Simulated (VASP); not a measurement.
# Ti3Al (P6_3/mmc) in VASP: further runs

Ti3Al is run at these levels: LDA; tasks: single point.

Program: VASP 6.6.1. These are calculated values, not measurements. Logs are shortened: lines on timing, memory, paths and dates and some standing lists are left out, and cuts for length are marked.

## Step 1: The cell of the first run

It takes space group P6_3/mmc (No. 194, hexagonal). Conventional cell: a = 5.616 Å, b = 5.616 Å, c = 4.566 Å, α = 90.00°, β = 90.00°, γ = 120.00°. Within 3.6 Å of Ti (site symmetry mm2) lie 8 Ti at 2.76 to 2.86 Å and 4 Al at 2.78 to 2.81 Å. Within 3.7 Å of Al (site symmetry -6m2) lie 12 Ti at 2.78 to 2.81 Å.

## Step 2: Single point, LDA

The input, INCAR:

```
SYSTEM = Ti3Al
PREC = Accurate
ENCUT = 500
EDIFF = 1E-6
ISMEAR = 0
SIGMA = 0.1
LREAL = .False.
LASPH = .True.
NELM = 120
ALGO = Normal
ISIF = 2
LWAVE = .False.
LCHARG = .False.
NBANDS = 49
GGA_COMPAT = .False.
```

The input, KPOINTS:

```
Automatic mesh
0
Gamma
  9 9 8
  0 0 0
```

The input, POSCAR:

```
Ti3Al
1.0
    5.6158742833      0.0000000000      0.0000000000
   -2.8079371416      4.8634897938      0.0000000000
    0.0000000000      0.0000000000      4.5663285405
Ti Al
6 2
Direct
    0.8302520671      0.6605041342      0.2500000000
    0.1697479329      0.8302520671      0.7500000000
    0.3394958658      0.1697479329      0.2500000000
    0.1697479329      0.3394958658      0.7500000000
    0.8302520671      0.1697479329      0.2500000000
    0.6605041342      0.8302520671      0.7500000000
    0.3333333333      0.6666666667      0.2500000000
    0.6666666667      0.3333333333      0.7500000000
```

Potentials or basis: VASP PAW LDA potentials, release 64 (Ti_sv, Al).

Command:

```
$ cat potpaw_LDA.64/Ti_sv/POTCAR potpaw_LDA.64/Al/POTCAR > POTCAR
$ mpirun -np 1 vasp_std > vasp.out
```

OUTCAR:

```text
SYSTEM = Ti3Al
   PREC = Accurate
   ENCUT = 500
   EDIFF = 1E-6
   ISMEAR = 0
   LREAL = .False.
   LASPH = .True.
   NELM = 120
   ISIF = 2

 ion  position               nearest neighbor table
   1  0.830  0.661  0.250-   5 2.76   3 2.76   8 2.78   8 2.78   7 2.81   7 2.81   6 2.82   6 2.82
                             2 2.82   2 2.82   5 2.86   3 2.86
   2  0.170  0.830  0.750-   4 2.76   6 2.76   7 2.78   7 2.78   8 2.81   8 2.81   3 2.82   3 2.82
                             1 2.82   1 2.82   4 2.86   6 2.86
   3  0.339  0.170  0.250-   5 2.76   1 2.76   8 2.78   8 2.78   7 2.81   7 2.81   4 2.82   4 2.82
                             2 2.82   2 2.82   5 2.86   1 2.86
   4  0.170  0.339  0.750-   2 2.76   6 2.76   7 2.78   7 2.78   8 2.81   8 2.81   3 2.82   3 2.82
                             5 2.82   5 2.82   2 2.86   6 2.86
   5  0.830  0.170  0.250-   1 2.76   3 2.76   8 2.78   8 2.78   7 2.81   7 2.81   6 2.82   6 2.82
                             4 2.82   4 2.82   1 2.86   3 2.86
   6  0.661  0.830  0.750-   2 2.76   4 2.76   7 2.78   7 2.78   8 2.81   8 2.81   1 2.82   1 2.82
                             5 2.82   5 2.82   2 2.86   4 2.86
   7  0.333  0.667  0.250-   2 2.78   2 2.78   4 2.78   4 2.78   6 2.78   6 2.78   3 2.81   1 2.81
                             5 2.81   5 2.81   3 2.81   1 2.81
   8  0.667  0.333  0.750-   5 2.78   5 2.78   1 2.78   1 2.78   3 2.78   3 2.78   6 2.81   4 2.81
                             2 2.81   2 2.81   6 2.81   4 2.81

  LATTYP: Found a hexagonal cell.
 ALAT       =     5.6158742833
 C/A-ratio  =     0.8131108907

  Lattice vectors:

 A1 = (   5.6158742833,   0.0000000000,   0.0000000000)
 A2 = (  -2.8079371416,   4.8634897938,   0.0000000000)
 A3 = (   0.0000000000,   0.0000000000,   4.5663285405)

Analysis of symmetry for initial positions (statically):
=====================================================================
 Subroutine PRICEL returns:
 Original cell was already a primitive cell.

 Routine SETGRP: Setting up the symmetry group for a
 hexagonal supercell.

 Subroutine GETGRP returns: Found 24 space group operations
 (whereof 12 operations were pure point group operations)
 out of a pool of 24 trial point group operations.

The static configuration has the point symmetry D_3d.
 The point group associated with its full space group is D_6h.

Analysis of symmetry for dynamics (positions and initial velocities):
=====================================================================
 Subroutine PRICEL returns:
 Original cell was already a primitive cell.

 Routine SETGRP: Setting up the symmetry group for a
 hexagonal supercell.

 Subroutine GETGRP returns: Found 24 space group operations
 (whereof 12 operations were pure point group operations)
 out of a pool of 24 trial point group operations.

The dynamic configuration has the point symmetry D_3d.
 The point group associated with its full space group is D_6h.

 Subroutine INISYM returns: Found 24 space group operations
 (whereof 12 operations are pure point group operations),
 and found     1 'primitive' translations

----------------------------------------------------------------------------------------

                                     Primitive cell

  volume of cell :     124.7190

  direct lattice vectors                    reciprocal lattice vectors
     5.615874283  0.000000000  0.000000000     0.178066664  0.102806836  0.000000000
    -2.807937142  4.863489794  0.000000000     0.000000000  0.205613673  0.000000000
     0.000000000  0.000000000  4.566328540     0.000000000  0.000000000  0.218994317

  length of vectors
     5.615874283  5.615874283  4.566328540     0.205613673  0.205613673  0.218994317

  position of ions in fractional coordinates (direct lattice)
     0.830252067  0.660504134  0.250000000
     0.169747933  0.830252067  0.750000000
     0.339495866  0.169747933  0.250000000
     0.169747933  0.339495866  0.750000000
     0.830252067  0.169747933  0.250000000
     0.660504134  0.830252067  0.750000000
     0.333333333  0.666666667  0.250000000
     0.666666667  0.333333333  0.750000000

  ion indices of the primitive-cell ions
   primitive index   ion index
                 1           1
                 2           2
                 3           3
                 4           4
                 5           5
                 6           6
                 7           7
                 8           8

----------------------------------------------------------------------------------------

 KPOINTS: Automatic mesh

Automatic generation of k-mesh.
 Grid dimensions read from file:
 generate k-points for:    9    9    8

 Generating k-lattice:

  Cartesian coordinates                     Fractional coordinates (reciprocal lattice)
     0.019785185  0.011422982  0.000000000     0.111111111 -0.000000000  0.000000000
     0.000000000  0.022845964  0.000000000     0.000000000  0.111111111  0.000000000
     0.000000000  0.000000000  0.027374290     0.000000000  0.000000000  0.125000000

  Length of vectors
     0.022845964  0.022845964  0.027374290

  Shift w.r.t. Gamma in fractional coordinates (k-lattice)
     0.000000000  0.000000000  0.000000000

 Subroutine IBZKPT returns following result:
 ===========================================

 Found     60 irreducible k-points:

 Following reciprocal coordinates:
            Coordinates               Weight
  0.000000  0.000000  0.000000      1.000000
  0.111111  0.000000  0.000000      6.000000
  0.222222  0.000000  0.000000      6.000000
  0.333333  0.000000  0.000000      6.000000
  0.444444  0.000000  0.000000      6.000000
  0.111111  0.111111  0.000000      6.000000
[... 16 lines left out ...]
  0.333333  0.222222  0.125000     24.000000
  0.333333  0.333333  0.125000      4.000000
 [... further k-points ...]
   k-points           NKPTS =     60   k-points in BZ     NKDIM =     60   number of bands    NBANDS=     49
   number of dos      NEDOS =    301   number of ions     NIONS =      8
   total plane-waves  NPLWV =  63504
   dimension x,y,z NGX =    42 NGY =   42 NGZ =   36
   dimension x,y,z NGXF=    84 NGYF=   84 NGZF=   72
   ions per type =               6   2
   NGX,Y,Z   is equivalent  to a cutoff of  12.43, 12.43, 13.11 a.u.
   NGXF,Y,Z  is equivalent  to a cutoff of  24.87, 24.87, 26.21 a.u.
 SYSTEM =  Ti3Al
   PREC   = accura    normal or accurate (medium, high low for compatibility)
   ISTART =      0    job   : 0-new  1-cont  2-samecut
   ICHARG =      2    charge: 1-file 2-atom 10-const
   ISPIN  =      1    spin polarized calculation?
   LNONCOLLINEAR =      F non collinear calculations
   LSORBIT =      F    spin-orbit coupling
   LASPH  =      T    aspherical Exc in radial PAW
   ENCUT  =  500.0 eV  36.75 Ry    6.06 a.u.  10.24 10.24  8.33*2*pi/ulx,y,z
   NELM   =    120;   NELMIN=  2; NELMDL= -5     # of ELM steps
   EDIFF  = 0.1E-05   stopping-criterion for ELM
   LREAL  =      F    real-space projection
   EDIFFG = 0.1E-04   stopping-criterion for IOM
   NSW    =      0    number of steps for IOM
   IBRION =     -1    ionic relax: 0-MD 1-quasi-New 2-CG
   NFREE  =      0    steps in history (QN), initial steepest desc. (CG)
   ISIF   =      2    stress and relaxation
   ISYM   =      2    0-nonsym 1-usesym 2-fastsym
   POTIM  = 0.5000    time-step for ionic-motion
   TEBEG  =    0.0;   TEEND  =   0.0 temperature during run
   PSTRESS=    0.0 pullay stress
   NELECT =      78.0000    total number of electrons
   NUPDOWN=      -1.0000    fix difference up-down
   EMIN   =  10.00;   EMAX   =-10.00  energy-range for DOS
   EFERMI =   0.00;   METHOD = LEGACY
   ISMEAR =     0;   SIGMA  =   0.10  broadening in eV -4-tet -1-fermi 0-gaus
   EFERMI_NEDOS =   21; number of points for ismear=-14 and -15
   IALGO  =     38    algorithm
   IMIX   =      4    mixing-type and parameters
     AMIX     =   0.40;   BMIX     =  1.00
     AMIX_MAG =   1.60;   BMIX_MAG =  1.00
  volume/ion in A,a.u.               =      15.59       105.21
  Fermi-wavevector in a.u.,A,eV,Ry     =   1.400003  2.645621 26.667519  1.960007
  Thomas-Fermi vector in A             =   2.523006
   LORBIT       =      0    0 simple, 1 ext, 2 COOP (PROOUT), +10 PAW based schemes
   GGA     = CA    functional components
   LHFCALC =     F    Hartree Fock is set to
   AEXX    =    0.0000 exact exchange contribution
   IVDW    =     0    specifies the selected vdW correction
   LEPSILON=     F    determine dielectric tensor
   LRPA    =     F    only Hartree local field effects (RPA)
 non-spin polarized calculation
 Gauss-broadening in eV      SIGMA  =   0.10
  energy-cutoff  :      500.00
  volume of cell :      124.72
 maximum number of plane-waves:      3185
 NGX is ok and might be reduce to    42
   NGX = 21   NGY = 21   NGZ = 17

 number of electron      78.0000011 magnetization

 Free energy of the ion-electron system (eV)
  ---------------------------------------------------
  ext. energy  EPLUGINS =         0.00000000
  ---------------------------------------------------
  free energy    TOTEN  =       -62.04139614 eV

  energy without entropy =      -62.01637307  energy(sigma->0) =      -62.02888461

 E-fermi :   8.6836     XC(G=0): -11.8780

 val. band max:        8.6771478070   @ k =   0.2222   0.0000   0.0000
 cond. band min:       8.6979107705   @ k =   0.1111   0.1111   0.0000
 fundamental gap:      0.0207629635
 Fermi energy:         8.6835674979

 k-point     1 :       0.0000    0.0000    0.0000
  band No.  band energies     occupation
      1     -47.0877      2.00000
      2     -46.9613      2.00000
      3     -46.9557      2.00000
      4     -46.9557      2.00000
      5     -46.8953      2.00000
      6     -46.8953      2.00000
[... 41 lines left out ...]
     48      10.9973      0.00000
     49      11.0457      0.00000

 k-point     2 :       0.1111    0.0000    0.0000
  band No.  band energies     occupation
      1     -47.0842      2.00000
      2     -46.9622      2.00000
      3     -46.9576      2.00000
      4     -46.9558      2.00000
      5     -46.8959      2.00000
      6     -46.8952      2.00000
[... 1136 lines left out ...]
 k-point    24 :       0.3333    0.3333    0.1250
  band No.  band energies     occupation
      1     -47.0224      2.00000
      2     -46.9975      2.00000
      3     -46.9975      2.00000
      4     -46.9138      2.00000
      5     -46.9138      2.00000
      6     -46.9071      2.00000
[... 41 lines left out ...]
     48      10.6942      0.00000
     49      10.9126      0.00000

 [... further k-points ...]
[... 5 lines left out ...]
  --------------------------------------------------------------------------------------
  -------------------------------------------------------------------------------------
  Total        0.0211132      0.0211132      0.0744984      0.0000000      0.0000000      0.0000000
  in kB        0.2712269      0.2712269      0.9570290      0.0000000      0.0000000      0.0000000
  external PRESSURE =       0.4998276 kB  Pullay stress =       0.0000000 kB

 VOLUME and BASIS-vectors are now :
 -----------------------------------------------------------------------------
  energy-cutoff  :      500.00
  volume of cell :      124.72
      direct lattice vectors                 reciprocal lattice vectors
     5.615874283  0.000000000  0.000000000     0.178066664  0.102806836  0.000000000
    -2.807937142  4.863489794  0.000000000     0.000000000  0.205613673  0.000000000
     0.000000000  0.000000000  4.566328540     0.000000000  0.000000000  0.218994317

 POSITION                                       TOTAL-FORCE (eV/Angst)
 -----------------------------------------------------------------------------------
      2.80794      3.21236      1.14158         0.000000      0.008707      0.000000
     -1.37801      4.03792      3.42475        -0.007540      0.004353     -0.000000
      1.42992      0.82557      1.14158        -0.007540     -0.004353     -0.000000
      0.00000      1.65113      3.42475        -0.000000     -0.008707     -0.000000
      4.18595      0.82557      1.14158         0.007540     -0.004353      0.000000
      1.37801      4.03792      3.42475         0.007540      0.004353      0.000000
     -0.00000      3.24233      1.14158         0.000000      0.000000      0.000000
      2.80794      1.62116      3.42475         0.000000      0.000000      0.000000
 -----------------------------------------------------------------------------------
    total drift:                               -0.000000      0.000000     -0.000000

  FREE ENERGIE OF THE ION-ELECTRON SYSTEM (eV)
  ---------------------------------------------------
  free  energy   TOTEN  =       -62.0413961443 eV

  energy  without entropy=      -62.0163730667  energy(sigma->0) =      -62.02888461
```

Run time: 9.2 min. Hardware: 1 thread of Oxide Virtual Turin-like, shared host; peak memory 0.33 GiB.

What came out:

| Property | Result |
| --- | --- |
| Free energy | -62.0414 eV |
| Pressure | 0.0 GPa |
| Largest force | 0.009 eV/Å |
| Band gap on the k mesh | zero (bands 39 and 40 overlap by 0.27 eV) |

Forces in eV/Å, atoms in the order of the input:
```
Ti   0.000  0.009  0.000
Ti  -0.008  0.004  0.000
Ti  -0.008 -0.004  0.000
Ti   0.000 -0.009  0.000
Ti   0.008 -0.004  0.000
Ti   0.008  0.004  0.000
Al   0.000  0.000  0.000
Al   0.000  0.000  0.000
```

## Step 3: Single point, LDA (16.06 Å³/atom)

This run uses another cell than the first one, of 16.06 Å³/atom.

The input, INCAR:

```
PREC = Accurate
ENCUT = 500
EDIFF = 1E-6
ISMEAR = 0
SIGMA = 0.1
LREAL = False
LASPH = True
NELM = 120
ALGO = Normal
ISIF = 2
LWAVE = False
LCHARG = False
NBANDS = 49
GGA_COMPAT = False
```

The input, KPOINTS:

```
Automatic mesh
0
Gamma
  9 9 8
```

The input, POSCAR:

```
Ti3Al
1.0
    5.6748259237      0.0000000000      0.0000000000
   -2.8374129618      4.9145434120      0.0000000000
    0.0000000000      0.0000000000      4.6061072508
Ti Al
6 2
Direct
    0.8302959158      0.6605918317      0.2500000000
    0.1697040842      0.8302959158      0.7500000000
    0.3394081683      0.1697040842      0.2500000000
    0.1697040842      0.3394081683      0.7500000000
    0.8302959158      0.1697040842      0.2500000000
    0.6605918317      0.8302959158      0.7500000000
    0.3333333333      0.6666666667      0.2500000000
    0.6666666667      0.3333333333      0.7500000000
```

Potentials or basis: VASP PAW LDA potentials, release 64 (Ti_sv, Al).

Command:

```
$ cat potpaw_LDA.64/Ti_sv/POTCAR potpaw_LDA.64/Al/POTCAR > POTCAR
$ mpirun -np 1 vasp_std > vasp.out
```

OUTCAR:

```text
PREC = Accurate
   ENCUT = 500
   EDIFF = 1E-6
   ISMEAR = 0
   LREAL = False
   LASPH = True
   NELM = 120
   ISIF = 2

 ion  position               nearest neighbor table
   1  0.830  0.661  0.250-   5 2.79   3 2.79   8 2.81   8 2.81   7 2.84   7 2.84   6 2.84   6 2.84
                             2 2.84   2 2.84   5 2.89   3 2.89
   2  0.170  0.830  0.750-   4 2.79   6 2.79   7 2.81   7 2.81   8 2.84   8 2.84   3 2.84   3 2.84
                             1 2.84   1 2.84   4 2.89   6 2.89
   3  0.339  0.170  0.250-   5 2.79   1 2.79   8 2.81   8 2.81   7 2.84   7 2.84   4 2.84   4 2.84
                             2 2.84   2 2.84   5 2.89   1 2.89
   4  0.170  0.339  0.750-   2 2.79   6 2.79   7 2.81   7 2.81   8 2.84   8 2.84   3 2.84   3 2.84
                             5 2.84   5 2.84   2 2.89   6 2.89
   5  0.830  0.170  0.250-   1 2.79   3 2.79   8 2.81   8 2.81   7 2.84   7 2.84   6 2.84   6 2.84
                             4 2.84   4 2.84   1 2.89   3 2.89
   6  0.661  0.830  0.750-   2 2.79   4 2.79   7 2.81   7 2.81   8 2.84   8 2.84   1 2.84   1 2.84
                             5 2.84   5 2.84   2 2.89   4 2.89
   7  0.333  0.667  0.250-   2 2.81   2 2.81   4 2.81   4 2.81   6 2.81   6 2.81   3 2.84   3 2.84
                             1 2.84   1 2.84   5 2.84   5 2.84
   8  0.667  0.333  0.750-   5 2.81   5 2.81   1 2.81   1 2.81   3 2.81   3 2.81   6 2.84   6 2.84
[... 208 lines left out ...]
 k-point     1 :       0.0000    0.0000    0.0000
  band No.  band energies     occupation
      1     -47.4627      2.00000
      2     -47.3495      2.00000
      3     -47.3458      2.00000
      4     -47.3458      2.00000
      5     -47.2916      2.00000
      6     -47.2916      2.00000
[... 1237 lines left out ...]
     48      10.3073      0.00000
     49      10.5810      0.00000

 [... further k-points ...]
[... 5 lines left out ...]
  --------------------------------------------------------------------------------------
  -------------------------------------------------------------------------------------
  Total       -2.8734136     -2.8734136     -2.7850924     -0.0000000      0.0000000     -0.0000000
  in kB      -35.8376037    -35.8376037    -34.7360491     -0.0000000      0.0000000     -0.0000000
  external PRESSURE =     -35.4704188 kB  Pullay stress =       0.0000000 kB

 VOLUME and BASIS-vectors are now :
 -----------------------------------------------------------------------------
  energy-cutoff  :      500.00
  volume of cell :      128.46
      direct lattice vectors                 reciprocal lattice vectors
     5.674825924  0.000000000  0.000000000     0.176216859  0.101738851  0.000000000
    -2.837412962  4.914543412  0.000000000     0.000000000  0.203477702  0.000000000
     0.000000000  0.000000000  4.606107251     0.000000000  0.000000000  0.217103065

 POSITION                                       TOTAL-FORCE (eV/Angst)
 -----------------------------------------------------------------------------------
      2.83741      3.24651      1.15153         0.000000      0.007323      0.000000
     -1.39285      4.08053      3.45458        -0.006342      0.003662      0.000000
      1.44456      0.83402      1.15153        -0.006342     -0.003662      0.000000
      0.00000      1.66804      3.45458        -0.000000     -0.007323     -0.000000
      4.23026      0.83402      1.15153         0.006342     -0.003662     -0.000000
      1.39285      4.08053      3.45458         0.006342      0.003662      0.000000
     -0.00000      3.27636      1.15153         0.000000     -0.000000      0.000000
      2.83741      1.63818      3.45458         0.000000      0.000000      0.000000
 -----------------------------------------------------------------------------------
    total drift:                               -0.000001      0.000001     -0.000000

  FREE ENERGIE OF THE ION-ELECTRON SYSTEM (eV)
  ---------------------------------------------------
  free  energy   TOTEN  =       -62.0003962803 eV

  energy  without entropy=      -61.9747535194  energy(sigma->0) =      -61.98757490
```

stdout:

```text
POSCAR found type information on POSCAR TiAl
 POSCAR found :  2 types and       8 ions
 scaLAPACK will be used
 LDA part: xc-table for (Slater(with rela. corr.)+CA(PZ))
 , standard interpolation
 POSCAR, INCAR and KPOINTS ok, starting setup
 FFT: planning ... GRIDC
 FFT: planning ... GRID_SOFT
 FFT: planning ... GRID
 WAVECAR not read
 entering main loop
```

It took 8.3 min on 1 thread of Oxide Virtual Turin-like, shared host; peak memory 0.33 GiB.

What came out:

```yaml
Free_energy: -62.0004 eV
Pressure: -3.5 GPa
Largest_force: 0.007 eV/Å
Band_gap_on_the_k_mesh: zero (bands 39 and 40 overlap by 0.27 eV)
```

Forces on the atoms (eV/Å):
```
Ti   0.000  0.007  0.000
Ti  -0.006  0.004  0.000
Ti  -0.006 -0.004  0.000
Ti   0.000 -0.007  0.000
Ti   0.006 -0.004  0.000
Ti   0.006  0.004  0.000
Al   0.000  0.000  0.000
Al   0.000  0.000  0.000
```

Levels at points of the mesh, in eV from the Fermi level:
```tsv
k point	band 35	band 36	band 37	band 38	band 39	band 40	band 41	band 42	band 43	band 44
(0.00, 0.00, 0.00)	-1.27	-0.95	-0.95	-0.51	-0.17	0.12	0.75	0.75	0.77	0.97
(0.00, 0.00, 0.50)	-0.63	-0.63	-0.49	-0.49	-0.06	-0.06	0.55	0.55	0.55	0.55
```

Caveat: the cell stands under tension.

[end of part 1 of 2]

The gap in the log of VASP goes by the Fermi energy; the results here count the filled bands.